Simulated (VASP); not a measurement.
# W (Im-3m) in VASP: a series of runs

W is run at these levels: PBE; tasks: single point.

All numbers are computed with VASP 6.6.1; they aren't measurements. Logs are shortened: lines on timing, memory, paths and dates and some standing lists are left out, and cuts for length are marked.

### Step 1. The cell of the first run

Symmetry: Im-3m, No. 229, cubic system. The conventional cell has a = 3.165 Å, b = 3.165 Å, c = 3.165 Å, α = 90.00°, β = 90.00°, γ = 90.00°. Within 3.6 Å of W (site symmetry m-3m) lie 14 W at 2.74 to 3.16 Å.

### Step 2. Single point, PBE, collinear spin, ferromagnetic start

INCAR reads:

```
PREC     = Accurate       # precision mode
ENCUT    = 520            # plane-wave cutoff, eV
EDIFF    = 1E-7           # SCF threshold, eV
ISMEAR   = -1             # smearing method
SIGMA    = 0.03           # smearing width, eV
LREAL    = False          # projectors in reciprocal space
LASPH    = True           # aspherical terms in the spheres
NELM     = 150            # most SCF steps
ALGO     = Normal         # electronic algorithm
ISIF     = 2              # what is computed and relaxed
LWAVE    = False          # write WAVECAR
LCHARG   = True           # write CHGCAR
ISPIN    = 2              # spin polarisation
MAGMOM   = 1.2            # initial moments
LORBIT   = 11             # projections on sites
NUPDOWN  = 1.2            # fixed moment
LMAXMIX  = 4              # l up to which the mixer works
GGA      = PE             # functional
LELF     = True           # ELF
LVHAR    = True         
NBANDS   = 17             # bands
```

KPOINTS reads:

```
regular mesh
0
Gamma
  17 17 17
```

POSCAR reads:

```
W
1.0
   -1.5823450000      1.5823450000      1.5823450000
    1.5823450000     -1.5823450000      1.5823450000
    1.5823450000      1.5823450000     -1.5823450000
W
1
Direct
    0.0000000000      0.0000000000      0.0000000000
```

Potentials or basis: VASP PAW PBE potentials, release 64 (W_sv).

Started as:

```
$ cat potpaw_PBE.64/W_sv/POTCAR > POTCAR
$ mpirun -np 1 vasp_std > vasp.out
```

OUTCAR:

```text
PREC = Accurate
   ENCUT = 520
   EDIFF = 1E-7
   ISMEAR = -1
   LREAL = False
   LASPH = True
   NELM = 150
   ISIF = 2
   ISPIN = 2
   LORBIT = 11
   NUPDOWN = 1.2
   GGA = PE

 ion  position               nearest neighbor table
   1  0.000  0.000  0.000-

  LATTYP: Found a body centered cubic cell.
 ALAT       =     3.1646900000

  Lattice vectors:

 A1 = (  -1.5823450000,   1.5823450000,   1.5823450000)
 A2 = (   1.5823450000,  -1.5823450000,   1.5823450000)
 A3 = (   1.5823450000,   1.5823450000,  -1.5823450000)

Analysis of symmetry for initial positions (statically):
=====================================================================
 Subroutine PRICEL returns:
 Original cell was already a primitive cell.

 Routine SETGRP: Setting up the symmetry group for a
 body centered cubic supercell.

 Subroutine GETGRP returns: Found 48 space group operations
 (whereof 48 operations were pure point group operations)
 out of a pool of 48 trial point group operations.

The static configuration has the point symmetry O_h .

Analysis of symmetry for dynamics (positions and initial velocities):
=====================================================================
 Subroutine PRICEL returns:
 Original cell was already a primitive cell.

 Routine SETGRP: Setting up the symmetry group for a
 body centered cubic supercell.

 Subroutine GETGRP returns: Found 48 space group operations
 (whereof 48 operations were pure point group operations)
 out of a pool of 48 trial point group operations.

The dynamic configuration has the point symmetry O_h .

Analysis of structural, dynamic, and magnetic symmetry:
=====================================================================
 Subroutine PRICEL returns:
 Original cell was already a primitive cell.

 Routine SETGRP: Setting up the symmetry group for a
 body centered cubic supercell.

 Subroutine GETGRP returns: Found 48 space group operations
 (whereof 48 operations were pure point group operations)
 out of a pool of 48 trial point group operations.

The overall configuration has the point symmetry O_h .

 Subroutine INISYM returns: Found 48 space group operations
 (whereof 48 operations are pure point group operations),
 and found     1 'primitive' translations

----------------------------------------------------------------------------------------

                                     Primitive cell

  volume of cell :      15.8476

[... 98 lines left out ...]
   NUPDOWN=       1.2000    fix difference up-down
   EMIN   =  10.00;   EMAX   =-10.00  energy-range for DOS
   EFERMI =   0.00;   METHOD = LEGACY
   ISMEAR =    -1;   SIGMA  =   0.03  broadening in eV -4-tet -1-fermi 0-gaus
   EFERMI_NEDOS =   21; number of points for ismear=-14 and -15
   IALGO  =     38    algorithm
   IMIX   =      4    mixing-type and parameters
     AMIX     =   0.40;   BMIX     =  1.00
     AMIX_MAG =   1.60;   BMIX_MAG =  1.00
  volume/ion in A,a.u.               =      15.85       106.94
  Fermi-wavevector in a.u.,A,eV,Ry     =   1.570832  2.968442 33.572544  2.467512
  Thomas-Fermi vector in A             =   2.672506
   LORBIT       =     11    0 simple, 1 ext, 2 COOP (PROOUT), +10 PAW based schemes
   GGA     = PE    functional components
   LHFCALC =     F    Hartree Fock is set to
   AEXX    =    0.0000 exact exchange contribution
   IVDW    =     0    specifies the selected vdW correction
   LEPSILON=     F    determine dielectric tensor
   LRPA    =     F    only Hartree local field effects (RPA)
 spin polarized calculation
  energy-cutoff  :      520.00
  volume of cell :       15.85
 maximum number of plane-waves:       438
   NGX = 11   NGY = 11   NGZ = 11

 number of electron      14.0000004 magnetization       1.2000000

 Free energy of the ion-electron system (eV)
  ---------------------------------------------------
  ext. energy  EPLUGINS =         0.00000000
  ---------------------------------------------------
  free energy    TOTEN  =       -11.90821257 eV

  energy without entropy =      -11.90458239  energy(sigma->0) =      -11.90639748

 E-fermi :  10.0174     XC(G=0): -13.6007

 val. band max:       12.8518318210   @ k =  -0.4118  -0.4118   0.1176
 cond. band min:      10.0228318553   @ k =   0.2941   0.1176  -0.0000
 fundamental gap:     -2.8289999657
 Fermi energy:        12.8544623754

 spin component 1

 k-point     1 :       0.0000    0.0000    0.0000
  band No.  band energies     occupation
      1     -62.7210      1.00000
      2     -26.3668      1.00000
      3     -26.3668      1.00000
      4     -26.3668      1.00000
      5       1.4543      1.00000
      6       9.8945      1.00000
[... 459 lines left out ...]
      6       8.3925      1.00000
[... 9 lines left out ...]
     16      39.2844      0.00000
     17      40.0321      0.00000

 [... further k-points ...]

 spin component 2

 k-point     1 :       0.0000    0.0000    0.0000
  band No.  band energies     occupation
      1     -62.3060      1.00000
      2     -25.8368      1.00000
      3     -25.8368      1.00000
      4     -25.8368      1.00000
      5       2.1880      1.00000
      6      10.7387      0.00000
[... 459 lines left out ...]
      6       9.1571      1.00000
[... 9 lines left out ...]
     16      40.0495      0.00000
     17      40.8411      0.00000

 [... further k-points ...]

------------------------ aborting loop because EDIFF is reached ----------------------------------------

  FORCE on cell =-STRESS in cart. coord.  units (eV):
  Direction    XX          YY          ZZ          XY          YZ          ZX
  --------------------------------------------------------------------------------------
  -------------------------------------------------------------------------------------
  Total        1.6431302      1.6431302      1.6431302     -0.0000000     -0.0000000      0.0000000
  in kB      166.1188926    166.1188926    166.1188926     -0.0000000     -0.0000000      0.0000000
  external PRESSURE =     166.1188926 kB  Pullay stress =       0.0000000 kB

 VOLUME and BASIS-vectors are now :
 -----------------------------------------------------------------------------
  energy-cutoff  :      520.00
  volume of cell :       15.85
      direct lattice vectors                 reciprocal lattice vectors
    -1.582345000  1.582345000  1.582345000     0.000000000  0.315986716  0.315986716
     1.582345000 -1.582345000  1.582345000     0.315986716  0.000000000  0.315986716
     1.582345000  1.582345000 -1.582345000     0.315986716  0.315986716  0.000000000

 POSITION                                       TOTAL-FORCE (eV/Angst)
 -----------------------------------------------------------------------------------
      0.00000      0.00000      0.00000        -0.000000      0.000000      0.000000
 -----------------------------------------------------------------------------------
    total drift:                                0.000000     -0.000000      0.000000

  FREE ENERGIE OF THE ION-ELECTRON SYSTEM (eV)
  ---------------------------------------------------
  free  energy   TOTEN  =       -11.9082125703 eV

  energy  without entropy=      -11.9045823949  energy(sigma->0) =      -11.90639748

 total charge

# of ion       s       p       d       tot
------------------------------------------
    1        2.402   6.303   3.428  12.134

 magnetization (x)

# of ion       s       p       d       tot
------------------------------------------
    1        0.021   0.089   0.827   0.937
```

OSZICAR:

```text
N       E                     dE             d eps       ncg     rms          rms(c)
DAV:   1     0.930118495436E+02    0.93012E+02   -0.64380E+03 11324   0.899E+02
DAV:   2    -0.101441842086E+02   -0.10316E+03   -0.98223E+02 12708   0.271E+02
DAV:   3    -0.123364122227E+02   -0.21922E+01   -0.21780E+01 12523   0.371E+01
DAV:   4    -0.123437605145E+02   -0.73483E-02   -0.73478E-02 12883   0.227E+00
DAV:   5    -0.123437945025E+02   -0.33988E-04   -0.33987E-04 12679   0.150E-01    0.201E+01
DAV:   6    -0.120033659519E+02    0.34043E+00   -0.27272E-01 12173   0.581E+00    0.866E+00
DAV:   7    -0.118990995400E+02    0.10427E+00   -0.14827E-01 12427   0.418E+00    0.338E+00
DAV:   8    -0.119093685320E+02   -0.10269E-01   -0.74386E-03 11833   0.887E-01    0.430E-01
DAV:   9    -0.119086625167E+02    0.70602E-03   -0.10179E-03 12902   0.331E-01    0.211E-01
DAV:  10    -0.119082044043E+02    0.45811E-03   -0.55281E-04 12021   0.252E-01    0.638E-02
DAV:  11    -0.119082143366E+02   -0.99323E-05   -0.25764E-05 11847   0.456E-02    0.281E-02
DAV:  12    -0.119082124914E+02    0.18451E-05   -0.37602E-06 12833   0.224E-02    0.962E-03
DAV:  13    -0.119082125703E+02   -0.78826E-07   -0.50083E-07 11718   0.566E-03
   1 F= -.11908213E+02 E0= -.11906397E+02  d E =-.363018E-02  mag=     1.2000
```

stdout:

```text
POSCAR found type information on POSCAR W
 POSCAR found :  1 types and       1 ions
 scaLAPACK will be used
 LDA part: xc-table for (Slater+PW92), standard interpolation
 POSCAR, INCAR and KPOINTS ok, starting setup
 FFT: planning ... GRIDC
 FFT: planning ... GRID_SOFT
 FFT: planning ... GRID
 WAVECAR not read
 entering main loop
```

Run time: 1.8 min. Hardware: 1 thread of Intel Xeon 8259CL, shared host; peak memory 0.18 GiB.

What came out:

- Free energy: -11.9082 eV
- Pressure: 16.6 GPa
- Net moment: 1.20 μB per cell
- Site moments: W +0.94 μB
- Valence electrons inside the program's atomic spheres: W 12.13

Caveat: spin-orbit coupling is left out, which moves the levels of the heavy elements; the total moment is fixed, so each spin has its own Fermi level.

### Step 3. Single point, PBE, collinear spin, ferromagnetic start

INCAR reads:

```
SYSTEM = W
PREC = Accurate
ENCUT = 520
EDIFF = 1E-7
ISMEAR = -1
SIGMA = 0.03
LREAL = .False.
LASPH = .True.
NELM = 150
ALGO = Normal
ISIF = 2
LWAVE = .False.
LCHARG = .False.
ISPIN = 2
MAGMOM = 1.6
LORBIT = 11
NUPDOWN = 1.6
LMAXMIX = 4
GGA = PE
NBANDS = 17
```

KPOINTS reads:

```
Automatic mesh
0
Gamma
  17 17 17
  0 0 0
```

POSCAR is that of step 2.

Potentials or basis: VASP PAW PBE potentials, release 64 (W_sv).

Started as:

```
$ cat potpaw_PBE.64/W_sv/POTCAR > POTCAR
$ mpirun -np 1 vasp_std > vasp.out
```

Wall time 1.8 min (1 thread of Intel Xeon 8259CL, shared host); peak memory 0.18 GiB.

It converged, with:

```
Free energy                                           : -11.3097 eV
Pressure                                              : 24.4 GPa
Net moment                                            : 1.60 μB per cell
Site moments                                          : W +1.25 μB
Valence electrons inside the program's atomic spheres : W 12.15
```

Caveat: spin-orbit coupling is left out, which moves the levels of the heavy elements; the total moment is fixed, so each spin has its own Fermi level.
